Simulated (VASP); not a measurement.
# Ge (P6_3/mmc) in VASP: single point with PBE

Aim: the single point of Ge with PBE.

Program: VASP 6.6.1. These are calculated values, not measurements. Logs are shortened: lines on timing, memory, paths and dates and some standing lists are left out, and cuts for length are marked.

## (1) The cell of the first run

Symmetry: P6_3/mmc, No. 194, hexagonal system. The conventional cell has a = 3.998 Å, b = 3.998 Å, c = 6.599 Å, α = 90.00°, β = 90.00°, γ = 120.00°. Within 3.2 Å of Ge (site symmetry 3m) lie 4 Ge at 2.45 to 2.47 Å.

This isn't the form of Ge at room conditions, which is diamond.

## (2) Single point, PBE

INCAR

```
  PREC = Accurate
  ENCUT = 520
  EDIFF = 1E-6
  ISMEAR = 0
  SIGMA = 0.014
  LREAL = F
  LASPH = T
  NELM = 100
  ALGO = Normal
  ISIF = 2
  LWAVE = F
  LCHARG = T
  GGA = PE
  LELF = T
  LVHAR = T
  NBANDS = 36
```

KPOINTS

```
Automatic mesh
0
Gamma
  8 8 4
```

POSCAR

```
Ge
1.0
    3.9975858431      0.0000000000      0.0000000000
   -1.9987929216      3.4620108940      0.0000000000
    0.0000000000      0.0000000000      6.5993779500
Ge
4
Direct
    0.3333333333      0.6666666667      0.9370987500
    0.6666666667      0.3333333333      0.4370987500
    0.3333333333      0.6666666667      0.5629012500
    0.6666666667      0.3333333333      0.0629012500
```

Potentials or basis: VASP PAW PBE potentials, release 64 (Ge_d).

Run with:

```sh
$ cat potpaw_PBE.64/Ge_d/POTCAR > POTCAR
$ mpirun -np 1 vasp_std > vasp.out
```

OUTCAR:

```text
PREC = Accurate
   ENCUT = 520
   EDIFF = 1E-6
   ISMEAR = 0
   LREAL = F
   LASPH = T
   NELM = 100
   ISIF = 2
   GGA = PE

 ion  position               nearest neighbor table
   1  0.333  0.667  0.937-   4 2.45   4 2.45   4 2.45   3 2.47
   2  0.667  0.333  0.437-   3 2.45   3 2.45   3 2.45   4 2.47
   3  0.333  0.667  0.563-   2 2.45   2 2.45   2 2.45   1 2.47
   4  0.667  0.333  0.063-   1 2.45   1 2.45   1 2.45   2 2.47

  LATTYP: Found a hexagonal cell.
 ALAT       =     3.9975858431
 C/A-ratio  =     1.6508408347

  Lattice vectors:

 A1 = (   3.9975858431,   0.0000000000,   0.0000000000)
 A2 = (  -1.9987929216,   3.4620108940,   0.0000000000)
 A3 = (   0.0000000000,   0.0000000000,   6.5993779500)

Analysis of symmetry for initial positions (statically):
=====================================================================
 Subroutine PRICEL returns:
 Original cell was already a primitive cell.

 Routine SETGRP: Setting up the symmetry group for a
 hexagonal supercell.

 Subroutine GETGRP returns: Found 24 space group operations
 (whereof 12 operations were pure point group operations)
 out of a pool of 24 trial point group operations.

The static configuration has the point symmetry D_3d.
 The point group associated with its full space group is D_6h.

Analysis of symmetry for dynamics (positions and initial velocities):
=====================================================================
 Subroutine PRICEL returns:
 Original cell was already a primitive cell.

 Routine SETGRP: Setting up the symmetry group for a
 hexagonal supercell.

 Subroutine GETGRP returns: Found 24 space group operations
 (whereof 12 operations were pure point group operations)
 out of a pool of 24 trial point group operations.

The dynamic configuration has the point symmetry D_3d.
 The point group associated with its full space group is D_6h.

 Subroutine INISYM returns: Found 24 space group operations
 (whereof 12 operations are pure point group operations),
 and found     1 'primitive' translations

----------------------------------------------------------------------------------------

                                     Primitive cell

  volume of cell :      91.3333

  direct lattice vectors                    reciprocal lattice vectors
     3.997585843  0.000000000  0.000000000     0.250150976  0.144424733  0.000000000
    -1.998792922  3.462010894  0.000000000     0.000000000  0.288849467  0.000000000
     0.000000000  0.000000000  6.599377950     0.000000000  0.000000000  0.151529433

  length of vectors
     3.997585843  3.997585843  6.599377950     0.288849467  0.288849467  0.151529433

  position of ions in fractional coordinates (direct lattice)
     0.333333333  0.666666667  0.937098750
     0.666666667  0.333333333  0.437098750
     0.333333333  0.666666667  0.562901250
     0.666666667  0.333333333  0.062901250

  ion indices of the primitive-cell ions
   primitive index   ion index
                 1           1
                 2           2
                 3           3
                 4           4

----------------------------------------------------------------------------------------

 KPOINTS: Automatic mesh

Automatic generation of k-mesh.
 Grid dimensions read from file:
 generate k-points for:    8    8    4

 Generating k-lattice:

  Cartesian coordinates                     Fractional coordinates (reciprocal lattice)
     0.031268872  0.018053092  0.000000000     0.125000000 -0.000000000  0.000000000
     0.000000000  0.036106183  0.000000000     0.000000000  0.125000000  0.000000000
     0.000000000  0.000000000  0.037882358     0.000000000  0.000000000  0.250000000

  Length of vectors
     0.036106183  0.036106183  0.037882358

  Shift w.r.t. Gamma in fractional coordinates (k-lattice)
     0.000000000  0.000000000  0.000000000

 Subroutine IBZKPT returns following result:
 ===========================================

 Found     30 irreducible k-points:

 Following reciprocal coordinates:
            Coordinates               Weight
  0.000000  0.000000  0.000000      1.000000
  0.125000  0.000000  0.000000      6.000000
  0.250000  0.000000  0.000000      6.000000
  0.375000  0.000000  0.000000      6.000000
  0.500000  0.000000  0.000000      3.000000
  0.125000  0.125000  0.000000      6.000000
[... 16 lines left out ...]
  0.250000  0.000000  0.500000      6.000000
  0.375000  0.000000  0.500000      6.000000
 [... further k-points ...]
   k-points           NKPTS =     30   k-points in BZ     NKDIM =     30   number of bands    NBANDS=     36
   number of dos      NEDOS =    301   number of ions     NIONS =      4
   total plane-waves  NPLWV =  45000
   dimension x,y,z NGX =    30 NGY =   30 NGZ =   50
   dimension x,y,z NGXF=    60 NGYF=   60 NGZF=  100
   ions per type =               4
   NGX,Y,Z   is equivalent  to a cutoff of  12.48, 12.48, 12.60 a.u.
   NGXF,Y,Z  is equivalent  to a cutoff of  24.95, 24.95, 25.19 a.u.
 SYSTEM =  unknown system
   PREC   = accura    normal or accurate (medium, high low for compatibility)
   ISTART =      0    job   : 0-new  1-cont  2-samecut
   ICHARG =      2    charge: 1-file 2-atom 10-const
   ISPIN  =      1    spin polarized calculation?
   LNONCOLLINEAR =      F non collinear calculations
   LSORBIT =      F    spin-orbit coupling
   LASPH  =      T    aspherical Exc in radial PAW
   ENCUT  =  520.0 eV  38.22 Ry    6.18 a.u.   7.43  7.43 12.27*2*pi/ulx,y,z
   NELM   =    100;   NELMIN=  2; NELMDL= -5     # of ELM steps
   EDIFF  = 0.1E-05   stopping-criterion for ELM
   LREAL  =      F    real-space projection
   EDIFFG = 0.1E-04   stopping-criterion for IOM
   NSW    =      0    number of steps for IOM
   IBRION =     -1    ionic relax: 0-MD 1-quasi-New 2-CG
   NFREE  =      0    steps in history (QN), initial steepest desc. (CG)
   ISIF   =      2    stress and relaxation
   ISYM   =      2    0-nonsym 1-usesym 2-fastsym
   POTIM  = 0.5000    time-step for ionic-motion
   TEBEG  =    0.0;   TEEND  =   0.0 temperature during run
   PSTRESS=    0.0 pullay stress
   NELECT =      56.0000    total number of electrons
   NUPDOWN=      -1.0000    fix difference up-down
   EMIN   =  10.00;   EMAX   =-10.00  energy-range for DOS
   EFERMI =   0.00;   METHOD = LEGACY
   ISMEAR =     0;   SIGMA  =   0.01  broadening in eV -4-tet -1-fermi 0-gaus
   EFERMI_NEDOS =   21; number of points for ismear=-14 and -15
   IALGO  =     38    algorithm
   IMIX   =      4    mixing-type and parameters
     AMIX     =   0.40;   BMIX     =  1.00
     AMIX_MAG =   1.60;   BMIX_MAG =  1.00
  volume/ion in A,a.u.               =      22.83       154.09
  Fermi-wavevector in a.u.,A,eV,Ry     =   1.390789  2.628209 26.317650  1.934293
  Thomas-Fermi vector in A             =   2.514690
   LORBIT       =      0    0 simple, 1 ext, 2 COOP (PROOUT), +10 PAW based schemes
   GGA     = PE    functional components
   LHFCALC =     F    Hartree Fock is set to
   AEXX    =    0.0000 exact exchange contribution
   IVDW    =     0    specifies the selected vdW correction
   LEPSILON=     F    determine dielectric tensor
   LRPA    =     F    only Hartree local field effects (RPA)
 non-spin polarized calculation
 Gauss-broadening in eV      SIGMA  =   0.01
  energy-cutoff  :      520.00
  volume of cell :       91.33
 maximum number of plane-waves:      2491
 NGX is ok and might be reduce to    30
   NGX = 15   NGY = 15   NGZ = 25

 number of electron      56.0000053 magnetization

 Free energy of the ion-electron system (eV)
  ---------------------------------------------------
  ext. energy  EPLUGINS =         0.00000000
  ---------------------------------------------------
  free energy    TOTEN  =       -17.95953458 eV

  energy without entropy =      -17.95953458  energy(sigma->0) =      -17.95953458

 E-fermi :   5.0218     XC(G=0):  -9.8793

 val. band max:        4.9590986046   @ k =   0.0000   0.0000   0.0000
 cond. band min:       5.0804832622   @ k =   0.0000   0.0000   0.0000
 fundamental gap:      0.1213846576
 Fermi energy:         5.0218434856

 k-point     1 :       0.0000    0.0000    0.0000
  band No.  band energies     occupation
      1     -19.9305      2.00000
      2     -19.9305      2.00000
      3     -19.8924      2.00000
      4     -19.8924      2.00000
      5     -19.8924      2.00000
      6     -19.8795      2.00000
[... 28 lines left out ...]
     35       9.5171      0.00000
     36      11.1141      0.00000

 k-point     2 :       0.1250    0.0000    0.0000
  band No.  band energies     occupation
      1     -19.9393      2.00000
      2     -19.9334      2.00000
      3     -19.9013      2.00000
      4     -19.8975      2.00000
      5     -19.8922      2.00000
      6     -19.8690      2.00000
[... 28 lines left out ...]
     35      10.1820      0.00000
     36      11.1401      0.00000

 k-point     3 :       0.2500    0.0000    0.0000
  band No.  band energies     occupation
      1     -19.9486      2.00000
      2     -19.9377      2.00000
      3     -19.9150      2.00000
      4     -19.9061      2.00000
      5     -19.8878      2.00000
      6     -19.8575      2.00000
[... 28 lines left out ...]
     35      11.3411      0.00000
     36      11.7319      0.00000

 k-point     4 :       0.3750    0.0000    0.0000
  band No.  band energies     occupation
      1     -19.9489      2.00000
      2     -19.9396      2.00000
      3     -19.9279      2.00000
      4     -19.9118      2.00000
      5     -19.8763      2.00000
      6     -19.8514      2.00000
[... 28 lines left out ...]
     35      12.0365      0.00000
     36      12.6132      0.00000

 k-point     5 :       0.5000    0.0000    0.0000
  band No.  band energies     occupation
      1     -19.9443      2.00000
      2     -19.9398      2.00000
      3     -19.9363      2.00000
      4     -19.9136      2.00000
      5     -19.8676      2.00000
      6     -19.8498      2.00000
[... 655 lines left out ...]
 k-point    22 :       0.1250    0.0000    0.5000
  band No.  band energies     occupation
      1     -19.9199      2.00000
      2     -19.9199      2.00000
      3     -19.9185      2.00000
      4     -19.9185      2.00000
      5     -19.8824      2.00000
      6     -19.8824      2.00000
[... 28 lines left out ...]
     35      10.2711      0.00000
     36      10.2711      0.00000

 k-point    23 :       0.2500    0.0000    0.5000
  band No.  band energies     occupation
      1     -19.9249      2.00000
      2     -19.9249      2.00000
      3     -19.9239      2.00000
      4     -19.9239      2.00000
      5     -19.8792      2.00000
      6     -19.8792      2.00000
[... 28 lines left out ...]
     35      10.6538      0.00000
     36      10.6538      0.00000

 k-point    24 :       0.3750    0.0000    0.5000
  band No.  band energies     occupation
      1     -19.9271      2.00000
      2     -19.9271      2.00000
      3     -19.9248      2.00000
      4     -19.9248      2.00000
      5     -19.8741      2.00000
      6     -19.8741      2.00000
[... 28 lines left out ...]
     35      12.4273      0.00000
     36      12.4273      0.00000

 [... further k-points ...]

------------------------ aborting loop because EDIFF is reached ----------------------------------------

  FORCE on cell =-STRESS in cart. coord.  units (eV):
  Direction    XX          YY          ZZ          XY          YZ          ZX
  --------------------------------------------------------------------------------------
  -------------------------------------------------------------------------------------
  Total        1.6801369      1.6801369      1.5532056     -0.0000000      0.0000000      0.0000000
  in kB       29.4731141     29.4731141     27.2464735     -0.0000000      0.0000000      0.0000000
  external PRESSURE =      28.7309006 kB  Pullay stress =       0.0000000 kB

 VOLUME and BASIS-vectors are now :
 -----------------------------------------------------------------------------
  energy-cutoff  :      520.00
  volume of cell :       91.33
      direct lattice vectors                 reciprocal lattice vectors
     3.997585843  0.000000000  0.000000000     0.250150976  0.144424733  0.000000000
    -1.998792922  3.462010894  0.000000000     0.000000000  0.288849467  0.000000000
     0.000000000  0.000000000  6.599377950     0.000000000  0.000000000  0.151529433

 POSITION                                       TOTAL-FORCE (eV/Angst)
 -----------------------------------------------------------------------------------
     -0.00000      2.30801      6.18427         0.000000      0.000000     -0.018862
      1.99879      1.15400      2.88458         0.000000      0.000000     -0.018862
     -0.00000      2.30801      3.71480        -0.000000      0.000000      0.018862
      1.99879      1.15400      0.41511         0.000000     -0.000000      0.018862
 -----------------------------------------------------------------------------------
    total drift:                               -0.000000      0.000000     -0.000000

  FREE ENERGIE OF THE ION-ELECTRON SYSTEM (eV)
  ---------------------------------------------------
  free  energy   TOTEN  =       -17.9595345753 eV

  energy  without entropy=      -17.9595345753  energy(sigma->0) =      -17.95953458
```

It took 38 s on 1 thread of Intel Xeon 6975P-C (Granite Rapids), shared host; peak memory 0.23 GiB.

Results:

```
Free energy            : -17.9595 eV
Pressure               : 2.9 GPa
Largest force          : 0.019 eV/Å
Band gap on the k mesh : 0.12 eV
```

Forces in eV/Å, atoms in the order of the input:
```
Ge   0.000  0.000 -0.019
Ge   0.000  0.000 -0.019
Ge   0.000  0.000  0.019
Ge   0.000  0.000  0.019
```

Stress tensor (GPa, compression positive):
```
2.95 0.00 0.00
0.00 2.95 0.00
0.00 0.00 2.72
```

A k mesh can miss the band edges.
